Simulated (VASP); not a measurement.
# Sn (I4/mmm) in VASP: notebook

The runs below take Sn through single point, with r2SCAN.

All numbers are computed with VASP 6.6.1; they aren't measurements. Logs are shortened: lines on timing, memory, paths and dates and some standing lists are left out, and cuts for length are marked.

### 1 The cell of the first run

The structure is tetragonal, space group I4/mmm (No. 139). The conventional cell has a = 3.676 Å, b = 3.676 Å, c = 3.789 Å, α = 90.00°, β = 90.00°, γ = 90.00°. Within 4.2 Å of Sn (site symmetry 4/mmm) lie 14 Sn at 3.22 to 3.79 Å.

### 2 Single point, r2SCAN (strain -0.030 along x and y, +0.000 along z)

File POSCAR:

```
Sn
1.0
   -1.8378122646      1.8378122646      1.8946518192
    1.8378122646     -1.8378122646      1.8946518192
    1.8378122646      1.8378122646     -1.8946518192
Sn
1
Direct
    0.0000000000      0.0000000000      0.0000000000
```

File INCAR.step1:

```
PREC = Accurate
ENCUT = 520
ISMEAR = 0
SIGMA = 0.15
LREAL = False
LASPH = True
NELM = 60
NBANDS = 13
GGA = PE
ALGO = Normal
EDIFF = 1E-4
LWAVE = True
LCHARG = False
```

File INCAR.step2:

```
PREC = Accurate
ENCUT = 520
EDIFF = 1E-7
ISMEAR = 0
SIGMA = 0.15
LREAL = False
LASPH = True
NELM = 60
ALGO = Normal
ISIF = 2
LWAVE = False
LCHARG = True
METAGGA = R2SCAN
LMIXTAU = True
LELF = True
LVHAR = True
NBANDS = 13
ISTART = 1
```

File KPOINTS:

```
Automatic mesh
0
Gamma
  18 18 18
```

Potentials or basis: VASP PAW PBE potentials, release 64 (Sn_d).

Launch:

```sh
> cat potpaw_PBE.64/Sn_d/POTCAR > POTCAR
> cp INCAR.step1 INCAR
> mpirun -np 1 vasp_std > vasp.out
> cp INCAR.step2 INCAR
> mpirun -np 1 vasp_std > vasp.out
```

OUTCAR:

```text
PREC = Accurate
   ENCUT = 520
   EDIFF = 1E-7
   ISMEAR = 0
   LREAL = False
   LASPH = True
   NELM = 60
   ISIF = 2
   METAGGA = R2SCAN
   ISTART = 1

 ion  position               nearest neighbor table
   1  0.000  0.000  0.000-

  LATTYP: Found a body centered tetragonal cell.
 ALAT       =     3.6756245292
 C/A-ratio  =     1.0309278351

  Lattice vectors:

 A1 = (  -1.8378122646,   1.8378122646,   1.8946518192)
 A2 = (   1.8378122646,  -1.8378122646,   1.8946518192)
 A3 = (   1.8378122646,   1.8378122646,  -1.8946518192)

Analysis of symmetry for initial positions (statically):
=====================================================================
 Subroutine PRICEL returns:
 Original cell was already a primitive cell.

 Routine SETGRP: Setting up the symmetry group for a
 body centered tetragonal supercell.

 Subroutine GETGRP returns: Found 16 space group operations
 (whereof 16 operations were pure point group operations)
 out of a pool of 16 trial point group operations.

The static configuration has the point symmetry D_4h.

Analysis of symmetry for dynamics (positions and initial velocities):
=====================================================================
 Subroutine PRICEL returns:
 Original cell was already a primitive cell.

 Routine SETGRP: Setting up the symmetry group for a
 body centered tetragonal supercell.

 Subroutine GETGRP returns: Found 16 space group operations
 (whereof 16 operations were pure point group operations)
 out of a pool of 16 trial point group operations.

The dynamic configuration has the point symmetry D_4h.

 Subroutine INISYM returns: Found 16 space group operations
 (whereof 16 operations are pure point group operations),
 and found     1 'primitive' translations

----------------------------------------------------------------------------------------

                                     Primitive cell

  volume of cell :      25.5972

  direct lattice vectors                    reciprocal lattice vectors
    -1.837812265  1.837812265  1.894651819     0.000000000  0.272062609  0.263900731
     1.837812265 -1.837812265  1.894651819     0.272062609  0.000000000  0.263900731
     1.837812265  1.837812265 -1.894651819     0.272062609  0.272062609  0.000000000

  length of vectors
     3.216335392  3.216335392  3.216335392     0.379027254  0.379027254  0.384754632

  position of ions in fractional coordinates (direct lattice)
     0.000000000  0.000000000  0.000000000

  ion indices of the primitive-cell ions
   primitive index   ion index
[... 81 lines left out ...]
   POTIM  = 0.5000    time-step for ionic-motion
   TEBEG  =    0.0;   TEEND  =   0.0 temperature during run
   PSTRESS=    0.0 pullay stress
   NELECT =      14.0000    total number of electrons
   NUPDOWN=      -1.0000    fix difference up-down
   EMIN   =  10.00;   EMAX   =-10.00  energy-range for DOS
   EFERMI =   0.00;   METHOD = LEGACY
   ISMEAR =     0;   SIGMA  =   0.15  broadening in eV -4-tet -1-fermi 0-gaus
   EFERMI_NEDOS =   21; number of points for ismear=-14 and -15
   IALGO  =     38    algorithm
   IMIX   =      4    mixing-type and parameters
     AMIX     =   0.40;   BMIX     =  1.00
     AMIX_MAG =   1.60;   BMIX_MAG =  1.00
  volume/ion in A,a.u.               =      25.60       172.74
  Fermi-wavevector in a.u.,A,eV,Ry     =   1.338814  2.529992 24.387398  1.792423
  Thomas-Fermi vector in A             =   2.467255
   LORBIT       =      0    0 simple, 1 ext, 2 COOP (PROOUT), +10 PAW based schemes
   METAGGA = R2SCAN    functional components
   LHFCALC =     F    Hartree Fock is set to
   AEXX    =    0.0000 exact exchange contribution
   IVDW    =     0    specifies the selected vdW correction
   LEPSILON=     F    determine dielectric tensor
   LRPA    =     F    only Hartree local field effects (RPA)
 non-spin polarized calculation
 Gauss-broadening in eV      SIGMA  =   0.15
  energy-cutoff  :      520.00
  volume of cell :       25.60
 maximum number of plane-waves:       703
   NGX = 11   NGY = 11   NGZ = 11

 number of electron      13.9999995 magnetization

 Free energy of the ion-electron system (eV)
  ---------------------------------------------------
  ext. energy  EPLUGINS =         0.00000000
  ---------------------------------------------------
  free energy    TOTEN  =       -24.49062374 eV

  energy without entropy =      -24.48377931  energy(sigma->0) =      -24.48720153

 E-fermi :   8.8031     XC(G=0): -11.5893

 val. band max:        8.7932477608   @ k =   0.2778   0.2222  -0.0000
 cond. band min:       8.8156282868   @ k =  -0.3333  -0.4444   0.2778
 fundamental gap:      0.0223805260
 Fermi energy:         8.8030613984

 k-point     1 :       0.0000    0.0000    0.0000
  band No.  band energies     occupation
      1     -13.5269      2.00000
      2     -13.5268      2.00000
      3     -13.5174      2.00000
      4     -13.3531      2.00000
      5     -13.3328      2.00000
      6      -3.3388      2.00000
      7      17.6904      0.00000
      8      17.8903      0.00000
      9      17.8903      0.00000
     10      21.5067      0.00000
     11      21.9884      0.00000
     12      21.9884      0.00000
     13      22.2673      0.00000
[... 354 lines left out ...]
  band No.  band energies     occupation
      1     -13.5390      2.00000
      2     -13.5051      2.00000
      3     -13.4258      2.00000
      4     -13.3670      2.00000
      5     -13.3423      2.00000
      6      -2.3623      2.00000
      7      12.3807      0.00000
      8      15.0915      0.00000
      9      16.3131      0.00000
     10      19.5353      0.00000
     11      19.8459      0.00000
     12      21.2623      0.00000
     13      24.3863      0.00000

 [... further k-points ...]

------------------------ aborting loop because EDIFF is reached ----------------------------------------

  FORCE on cell =-STRESS in cart. coord.  units (eV):
  Direction    XX          YY          ZZ          XY          YZ          ZX
  --------------------------------------------------------------------------------------
  -------------------------------------------------------------------------------------
  Total        0.4691452      0.4691452      0.5737055      0.0000000      0.0000000      0.0000000
  in kB       29.3647386     29.3647386     35.9093798      0.0000000      0.0000000      0.0000000
  external PRESSURE =      31.5462856 kB  Pullay stress =       0.0000000 kB

 VOLUME and BASIS-vectors are now :
 -----------------------------------------------------------------------------
  energy-cutoff  :      520.00
  volume of cell :       25.60
      direct lattice vectors                 reciprocal lattice vectors
    -1.837812265  1.837812265  1.894651819     0.000000000  0.272062609  0.263900731
     1.837812265 -1.837812265  1.894651819     0.272062609  0.000000000  0.263900731
     1.837812265  1.837812265 -1.894651819     0.272062609  0.272062609  0.000000000

 POSITION                                       TOTAL-FORCE (eV/Angst)
 -----------------------------------------------------------------------------------
      0.00000      0.00000      0.00000        -0.000000      0.000000      0.000000
 -----------------------------------------------------------------------------------
    total drift:                               -0.000000     -0.000000      0.000000

  FREE ENERGIE OF THE ION-ELECTRON SYSTEM (eV)
  ---------------------------------------------------
  free  energy   TOTEN  =       -24.4906237373 eV

  energy  without entropy=      -24.4837793142  energy(sigma->0) =      -24.48720153
```

OSZICAR.step1:

```text
N       E                     dE             d eps       ncg     rms          rms(c)
DAV:   1     0.804313418974E+02    0.80431E+02   -0.71782E+03 12850   0.165E+03
DAV:   2     0.167337619811E+01   -0.78758E+02   -0.76265E+02 13215   0.342E+02
DAV:   3    -0.365714848893E+01   -0.53305E+01   -0.53098E+01 14951   0.720E+01
DAV:   4    -0.376293624713E+01   -0.10579E+00   -0.10576E+00 14710   0.108E+01
DAV:   5    -0.376647218922E+01   -0.35359E-02   -0.35358E-02 16035   0.192E+00    0.148E+00
DAV:   6    -0.375529008120E+01    0.11182E-01   -0.10687E-02 15880   0.185E+00    0.823E-01
DAV:   7    -0.375137720441E+01    0.39129E-02   -0.70158E-03 15639   0.144E+00    0.107E-01
DAV:   8    -0.375121520380E+01    0.16200E-03   -0.68653E-04 15389   0.441E-01    0.239E-02
DAV:   9    -0.375121426578E+01    0.93802E-06   -0.97146E-06  8240   0.456E-02
   1 F= -.37512143E+01 E0= -.37476650E+01  d E =-.709854E-02
```

Wall time 11 min (1 thread of AMD EPYC 7R43 (Zen 3), shared host); peak memory 0.22 GiB.

Results:

* Free energy: -24.4906 eV
* Pressure: 3.2 GPa
* Band gap on the k mesh: zero (bands 7 and 8 overlap by 11.71 eV)

Levels at points of the mesh, in eV from the Fermi level:
| k point | band 4 | band 5 | band 6 | band 7 | band 8 | band 9 | band 10 | band 11 |
| --- | --- | --- | --- | --- | --- | --- | --- | --- |
| (0.00, 0.00, 0.00) | -22.16 | -22.14 | -12.14 | 8.89 | 9.09 | 9.09 | 12.70 | 13.19 |
| (0.50, 0.00, 0.00) | -22.15 | -22.04 | -6.80 | -5.07 | 4.11 | 6.25 | 9.01 | 9.07 |
| (0.50, 0.50, 0.00) | -22.15 | -22.03 | -6.57 | -4.98 | 3.68 | 5.68 | 8.45 | 8.61 |
| (0.50, 0.50, 0.50) | -22.06 | -22.06 | -1.98 | -1.11 | -0.46 | -0.46 | 4.04 | 4.26 |

Caveat: the cell differs from its parent crystal (strain -0.030 along x and y, +0.000 along z); the cell stands under pressure; the PAW data sets were made with another functional, which shifts forces and pressure a little; spin-orbit coupling is left out, which moves the levels of the heavy elements.

### 3 Single point, r2SCAN (strain -0.015 along x and y, -0.030 along z)

File POSCAR:

```
Sn
1.0
   -1.8662320419      1.8662320419      1.8378122646
    1.8662320419     -1.8662320419      1.8378122646
    1.8662320419      1.8662320419     -1.8378122646
Sn
1
Direct
    0.0000000000      0.0000000000      0.0000000000
```

Changes to INCAR.step1 since step 2:

```diff
@@ -6,3 +6,3 @@
 LASPH = True
-NELM = 60
+NELM = 100
 NBANDS = 13
```

File INCAR.step2:

```
PREC = Accurate
ENCUT = 520
EDIFF = 1E-6
ISMEAR = 0
SIGMA = 0.15
LREAL = False
LASPH = True
NELM = 100
ALGO = Normal
ISIF = 2
LWAVE = False
LCHARG = False
METAGGA = R2SCAN
LMIXTAU = True
NBANDS = 13
ISTART = 1
```

KPOINTS is that of step 2.

Potentials or basis: VASP PAW PBE potentials, release 64 (Sn_d).

Launch:

```sh
> cat potpaw_PBE.64/Sn_d/POTCAR > POTCAR
> cp INCAR.step1 INCAR
> mpirun -np 1 vasp_std > vasp.out
> cp INCAR.step2 INCAR
> mpirun -np 1 vasp_std > vasp.out
```

It took 13 min on 1 thread of AMD EPYC 7R43 (Zen 3), shared host; peak memory 0.22 GiB.

It converged, with:

- Free energy: -24.4899 eV
- Pressure: 3.1 GPa
- Band gap on the k mesh: zero (bands 7 and 8 overlap by 11.81 eV)

Stress tensor (GPa, compression positive):
```
3.38 0.00 0.00
0.00 3.38 0.00
0.00 0.00 2.61
```

Levels at points of the mesh, in eV from the Fermi level:
| k point | band 3 | band 4 | band 5 | band 6 | band 7 | band 8 | band 9 | band 10 | band 11 | band 12 |
| --- | --- | --- | --- | --- | --- | --- | --- | --- | --- | --- |
| (0.00, 0.00, 0.00) | -22.32 | -22.14 | -22.13 | -12.13 | 8.99 | 8.99 | 9.12 | 12.94 | 12.94 | 13.17 |
| (0.50, 0.00, 0.00) | -22.15 | -22.14 | -22.03 | -6.68 | -5.01 | 3.89 | 5.97 | 8.73 | 8.84 | 16.56 |
| (0.50, 0.50, 0.00) | -22.15 | -22.14 | -22.03 | -6.80 | -5.06 | 4.11 | 6.27 | 9.01 | 9.08 | 16.19 |
| (0.50, 0.50, 0.50) | -22.06 | -22.06 | -22.05 | -1.95 | -0.78 | -0.78 | -0.44 | 4.07 | 4.21 | 19.42 |

Caveat: the cell differs from its parent crystal (strain -0.015 along x and y, -0.030 along z); the cell stands under pressure; the PAW data sets were made with another functional, which shifts forces and pressure a little; spin-orbit coupling is left out, which moves the levels of the heavy elements.

The gap in the log of VASP goes by the Fermi energy; the results here count the filled bands.